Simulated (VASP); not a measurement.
# ZnSe (P4/nmm) in VASP: single point with PBE0

Aim: the single point of ZnSe with PBE0.

Everything below comes from runs of VASP 6.6.1. Logs are shortened: lines on timing, memory, paths and dates and some standing lists are left out, and cuts for length are marked.

## Step 1: The cell of the first run

Symmetry: P4/nmm, No. 129, tetragonal system. Conventional cell: a = 4.108 Å, b = 4.108 Å, c = 6.070 Å, α = 90.00°, β = 90.00°, γ = 90.00°. Within 3.4 Å of Zn (site symmetry -4m2) lie 4 Se at 2.54 Å and 4 Zn at 2.90 Å. Se (site symmetry 4mm) has 4 Zn at 2.54 Å within 3.4 Å.

## Step 2: Single point, PBE0

Input file POSCAR:

```
ZnSe
1.0
    4.1077000000      0.0000000000      0.0000000000
    0.0000000000      4.1077000000      0.0000000000
    0.0000000000      0.0000000000      6.0703500000
Zn Se
2 2
Direct
    0.0000000000      0.0000000000      0.0000000000
    0.5000000000      0.5000000000      0.0000000000
    0.0000000000      0.5000000000      0.2462800000
    0.5000000000      0.0000000000      0.7537200000
```

Input file INCAR.step1:

```
SYSTEM = ZnSe
PREC = Accurate
ENCUT = 400
EDIFF = 1E-5
ISMEAR = 0
SIGMA = 0.01
LREAL = .FALSE.
LASPH = .TRUE.
NELM = 120
ALGO = Normal
ISIF = 2
LWAVE = .TRUE.
LCHARG = .FALSE.
GGA = PE
NBANDS = 26
GGA_COMPAT = .FALSE.
```

Input file INCAR.step2:

```
SYSTEM = ZnSe
PREC = Accurate
ENCUT = 400
EDIFF = 1E-6
ISMEAR = 0
SIGMA = 0.01
LREAL = .FALSE.
LASPH = .TRUE.
NELM = 120
ALGO = Normal
ISIF = 2
LWAVE = .FALSE.
LCHARG = .FALSE.
GGA = PE
LHFCALC = .TRUE.
AEXX = 0.25
PRECFOCK = Normal
ISTART = 1
NBANDS = 26
GGA_COMPAT = .FALSE.
```

Input file KPOINTS:

```
Automatic mesh
0
G
  4 4 2
  0 0 0
```

Potentials or basis: VASP PAW PBE potentials, release 64 (Zn, Se).

The run is started by

```
> cat potpaw_PBE.64/Zn/POTCAR potpaw_PBE.64/Se/POTCAR > POTCAR
> cp INCAR.step1 INCAR
> mpirun -np 1 vasp_std > vasp.out
> cp INCAR.step2 INCAR
> mpirun -np 1 vasp_std > vasp.out
```

OUTCAR:

```text
SYSTEM = ZnSe
   PREC = Accurate
   ENCUT = 400
   EDIFF = 1E-6
   ISMEAR = 0
   LREAL = .FALSE.
   LASPH = .TRUE.
   NELM = 120
   ISIF = 2
   GGA = PE
   LHFCALC = .TRUE.
   AEXX = 0.25
   PRECFOCK = Normal
   ISTART = 1

 ion  position               nearest neighbor table
   1  0.000  0.000  0.000-   3 2.54   4 2.54   3 2.54   4 2.54   2 2.90   2 2.90   2 2.90   2 2.90

   2  0.500  0.500  0.000-   3 2.54   4 2.54   4 2.54   3 2.54   1 2.90   1 2.90   1 2.90   1 2.90

   3  0.000  0.500  0.246-   1 2.54   2 2.54   1 2.54   2 2.54
   4  0.500  0.000  0.754-   1 2.54   2 2.54   2 2.54   1 2.54

  LATTYP: Found a simple tetragonal cell.
 ALAT       =     4.1077000000
 C/A-ratio  =     1.4777977944

  Lattice vectors:

 A1 = (   4.1077000000,   0.0000000000,   0.0000000000)
 A2 = (   0.0000000000,   4.1077000000,   0.0000000000)
 A3 = (   0.0000000000,   0.0000000000,   6.0703500000)

Analysis of symmetry for initial positions (statically):
=====================================================================
 Subroutine PRICEL returns:
 Original cell was already a primitive cell.

 Routine SETGRP: Setting up the symmetry group for a
 simple tetragonal supercell.

 Subroutine GETGRP returns: Found 16 space group operations
 (whereof  8 operations were pure point group operations)
 out of a pool of 16 trial point group operations.

The static configuration has the point symmetry D_2d.
 The point group associated with its full space group is D_4h.

Analysis of symmetry for dynamics (positions and initial velocities):
=====================================================================
 Subroutine PRICEL returns:
 Original cell was already a primitive cell.

 Routine SETGRP: Setting up the symmetry group for a
 simple tetragonal supercell.

 Subroutine GETGRP returns: Found 16 space group operations
 (whereof  8 operations were pure point group operations)
 out of a pool of 16 trial point group operations.

The dynamic configuration has the point symmetry D_2d.
 The point group associated with its full space group is D_4h.

 Subroutine INISYM returns: Found 16 space group operations
 (whereof  8 operations are pure point group operations),
 and found     1 'primitive' translations

----------------------------------------------------------------------------------------

                                     Primitive cell

  volume of cell :     102.4262

  direct lattice vectors                    reciprocal lattice vectors
     4.107700000  0.000000000  0.000000000     0.243445237  0.000000000  0.000000000
     0.000000000  4.107700000  0.000000000     0.000000000  0.243445237  0.000000000
     0.000000000  0.000000000  6.070350000     0.000000000  0.000000000  0.164735147

  length of vectors
     4.107700000  4.107700000  6.070350000     0.243445237  0.243445237  0.164735147

  position of ions in fractional coordinates (direct lattice)
     0.000000000  0.000000000  0.000000000
     0.500000000  0.500000000  0.000000000
     0.000000000  0.500000000  0.246280000
     0.500000000  0.000000000  0.753720000

  ion indices of the primitive-cell ions
   primitive index   ion index
                 1           1
                 2           2
                 3           3
                 4           4

----------------------------------------------------------------------------------------

 KPOINTS: Automatic mesh

Automatic generation of k-mesh.
 Grid dimensions read from file:
 generate k-points for:    4    4    2

 Generating k-lattice:

  Cartesian coordinates                     Fractional coordinates (reciprocal lattice)
     0.060861309  0.000000000  0.000000000     0.250000000  0.000000000  0.000000000
     0.000000000  0.060861309  0.000000000     0.000000000  0.250000000  0.000000000
     0.000000000  0.000000000  0.082367574     0.000000000  0.000000000  0.500000000

  Length of vectors
     0.060861309  0.060861309  0.082367574

  Shift w.r.t. Gamma in fractional coordinates (k-lattice)
     0.000000000  0.000000000  0.000000000

 Subroutine IBZKPT returns following result:
 ===========================================

 Found     12 irreducible k-points:

 Following reciprocal coordinates:
            Coordinates               Weight
  0.000000  0.000000  0.000000      1.000000
  0.250000  0.000000  0.000000      4.000000
  0.500000  0.000000  0.000000      2.000000
  0.250000  0.250000  0.000000      4.000000
  0.500000  0.250000  0.000000      4.000000
  0.500000  0.500000  0.000000      1.000000
  0.000000  0.000000  0.500000      1.000000
  0.250000  0.000000  0.500000      4.000000
  0.500000  0.000000  0.500000      2.000000
  0.250000  0.250000  0.500000      4.000000
  0.500000  0.250000  0.500000      4.000000
  0.500000  0.500000  0.500000      1.000000
   k-points           NKPTS =     12   k-points in BZ     NKDIM =     32   number of bands    NBANDS=     26
   number of dos      NEDOS =    301   number of ions     NIONS =      4
   total plane-waves  NPLWV =  31360
   dimension x,y,z NGX =    28 NGY =   28 NGZ =   40
   dimension x,y,z NGXF=    56 NGYF=   56 NGZF=   80
   ions per type =               2   2
   NGX,Y,Z   is equivalent  to a cutoff of  11.33, 11.33, 10.95 a.u.
   NGXF,Y,Z  is equivalent  to a cutoff of  22.66, 22.66, 21.91 a.u.
 SYSTEM =  ZnSe
   PREC   = accura    normal or accurate (medium, high low for compatibility)
   ISTART =      1    job   : 0-new  1-cont  2-samecut
   ICHARG =      0    charge: 1-file 2-atom 10-const
   ISPIN  =      1    spin polarized calculation?
   LNONCOLLINEAR =      F non collinear calculations
   LSORBIT =      F    spin-orbit coupling
   LASPH  =      T    aspherical Exc in radial PAW
   ENCUT  =  400.0 eV  29.40 Ry    5.42 a.u.   6.70  6.70  9.90*2*pi/ulx,y,z
   NELM   =    120;   NELMIN=  2; NELMDL=  0     # of ELM steps
   EDIFF  = 0.1E-05   stopping-criterion for ELM
   LREAL  =      F    real-space projection
   EDIFFG = 0.1E-04   stopping-criterion for IOM
   NSW    =      0    number of steps for IOM
   IBRION =     -1    ionic relax: 0-MD 1-quasi-New 2-CG
   NFREE  =      0    steps in history (QN), initial steepest desc. (CG)
   ISIF   =      2    stress and relaxation
   ISYM   =      3    0-nonsym 1-usesym 2-fastsym
   POTIM  = 0.5000    time-step for ionic-motion
   TEBEG  =    0.0;   TEEND  =   0.0 temperature during run
   PSTRESS=    0.0 pullay stress
   NELECT =      36.0000    total number of electrons
   NUPDOWN=      -1.0000    fix difference up-down
   EMIN   =  10.00;   EMAX   =-10.00  energy-range for DOS
   EFERMI =   0.00;   METHOD = LEGACY
   ISMEAR =     0;   SIGMA  =   0.01  broadening in eV -4-tet -1-fermi 0-gaus
   EFERMI_NEDOS =   21; number of points for ismear=-14 and -15
   IALGO  =     38    algorithm
   IMIX   =      1    mixing-type and parameters
     AMIX     =   0.40;   BMIX     =  1.00
     AMIX_MAG =   1.60;   BMIX_MAG =  1.00
  volume/ion in A,a.u.               =      25.61       172.80
  Fermi-wavevector in a.u.,A,eV,Ry     =   1.155328  2.183253 18.160820  1.334783
  Thomas-Fermi vector in A             =   2.291957
   LORBIT       =      0    0 simple, 1 ext, 2 COOP (PROOUT), +10 PAW based schemes
   GGA     = PE    functional components
   LHFCALC =     T    Hartree Fock is set to
   PRECFOCK=normal    Normal, Fast or Accurate (Low or Medium for compatibility)
   ENCUT4O =  -1.0   cutoff for four orbital integrals eV
   NKREDX  =     1    reduce k-point grid by
   NKREDY  =     1    reduce k-point grid by
   NKREDZ  =     1    reduce k-point grid by
   AEXX    =    0.2500 exact exchange contribution
   HFSCREEN=    0.0000 screening length (either q_TF or 0.3 A-1)
   HFSCREENC=   0.0000 screening length for correlation (either q_TF or 0.3 A-1)
   ENCUTFOCK=  -1.0 apply spherical cutoff to Coloumb kernel
   IVDW    =     0    specifies the selected vdW correction
   LEPSILON=     F    determine dielectric tensor
   LRPA    =     F    only Hartree local field effects (RPA)
 non-spin polarized calculation
 Gauss-broadening in eV      SIGMA  =   0.01
  energy-cutoff  :      400.00
  volume of cell :      102.43
 maximum number of plane-waves:      1884
 NGX is ok and might be reduce to    28
  NGX = 24; NGY = 24; NGZ = 32

 number of electron      36.0000014 magnetization

 Free energy of the ion-electron system (eV)
  ---------------------------------------------------
  ext. energy  EPLUGINS =         0.00000000
  ---------------------------------------------------
  free energy    TOTEN  =       -15.21551691 eV

  energy without entropy =      -15.21551691  energy(sigma->0) =      -15.21551691

 E-fermi :  -0.2380     XC(G=0):  -6.8272

 val. band max:       -0.3646227303   @ k =   0.0000   0.0000   0.0000
 cond. band min:       3.2707820533   @ k =   0.0000   0.0000   0.0000
 fundamental gap:      3.6354047837
 Fermi energy:        -0.2379868412

 k-point     1 :       0.0000    0.0000    0.0000
  band No.  band energies     occupation
      1     -14.4267      2.00000
      2     -13.4317      2.00000
      3      -8.8737      2.00000
      4      -8.7631      2.00000
      5      -8.7546      2.00000
      6      -8.7546      2.00000
[... 18 lines left out ...]
     25      11.6329      0.00000
     26      12.2757      0.00000

 k-point     2 :       0.2500    0.0000    0.0000
  band No.  band energies     occupation
      1     -14.1690      2.00000
      2     -13.4411      2.00000
      3      -8.8032      2.00000
      4      -8.6801      2.00000
      5      -8.6767      2.00000
      6      -8.6530      2.00000
[... 18 lines left out ...]
     25       9.4478      0.00000
     26       9.6571      0.00000

 k-point     3 :       0.5000    0.0000    0.0000
  band No.  band energies     occupation
      1     -13.6729      2.00000
      2     -13.6729      2.00000
      3      -8.6139      2.00000
      4      -8.6139      2.00000
      5      -8.5247      2.00000
      6      -8.5247      2.00000
[... 224 lines left out ...]
 k-point    11 :       0.5000    0.2500    0.5000
  band No.  band energies     occupation
      1     -13.5342      2.00000
      2     -13.5342      2.00000
      3      -8.7180      2.00000
      4      -8.7180      2.00000
      5      -8.5430      2.00000
      6      -8.5430      2.00000
[... 18 lines left out ...]
     25       9.7912      0.00000
     26       9.7912      0.00000

 k-point    12 :       0.5000    0.5000    0.5000
  band No.  band energies     occupation
      1     -13.3956      2.00000
      2     -13.3956      2.00000
      3      -8.8044      2.00000
      4      -8.8044      2.00000
      5      -8.4996      2.00000
      6      -8.4996      2.00000
[... 18 lines left out ...]
     25       9.6324      0.00000
     26       9.6324      0.00000

------------------------ aborting loop because EDIFF is reached ----------------------------------------

  FORCE on cell =-STRESS in cart. coord.  units (eV):
  Direction    XX          YY          ZZ          XY          YZ          ZX
  --------------------------------------------------------------------------------------
  -------------------------------------------------------------------------------------
  Total       -0.7574776     -0.7574776     -1.3117847      0.0000000     -0.0000000      0.0000000
  in kB      -11.8486600    -11.8486600    -20.5192737      0.0000000     -0.0000000      0.0000000
  external PRESSURE =     -14.7388646 kB  Pullay stress =       0.0000000 kB

 VOLUME and BASIS-vectors are now :
 -----------------------------------------------------------------------------
  energy-cutoff  :      400.00
  volume of cell :      102.43
      direct lattice vectors                 reciprocal lattice vectors
     4.107700000  0.000000000  0.000000000     0.243445237  0.000000000  0.000000000
     0.000000000  4.107700000  0.000000000     0.000000000  0.243445237  0.000000000
     0.000000000  0.000000000  6.070350000     0.000000000  0.000000000  0.164735147

 POSITION                                       TOTAL-FORCE (eV/Angst)
 -----------------------------------------------------------------------------------
      0.00000      0.00000      0.00000         0.000000      0.000000     -0.000000
      2.05385      2.05385      0.00000        -0.000000      0.000000     -0.000000
      0.00000      2.05385      1.49501         0.000000      0.000000     -0.389221
      2.05385      0.00000      4.57534        -0.000000      0.000000      0.389221
 -----------------------------------------------------------------------------------
    total drift:                                0.000000     -0.000000     -0.000000

  FREE ENERGIE OF THE ION-ELECTRON SYSTEM (eV)
  ---------------------------------------------------
  free  energy   TOTEN  =       -15.2155169086 eV

  energy  without entropy=      -15.2155169086  energy(sigma->0) =      -15.21551691
```

It took 26 min on 1 thread of AMD EPYC 7R43 (Zen 3), shared host; peak memory 0.17 GiB.

Results:

| Quantity | Value |
| --- | --- |
| Free energy | -15.2155 eV |
| Pressure | -1.5 GPa |
| Largest force | 0.389 eV/Å |
| Band gap on the k mesh | 3.64 eV, direct |

Forces in eV/Å, atoms in the order of the input:
```
Zn   0.000  0.000  0.000
Zn   0.000  0.000  0.000
Se   0.000  0.000 -0.389
Se   0.000  0.000  0.389
```

Caveat: the k points lie up to 0.52 Å⁻¹ apart; the PAW data sets were made with another functional, which shifts forces and pressure a little.
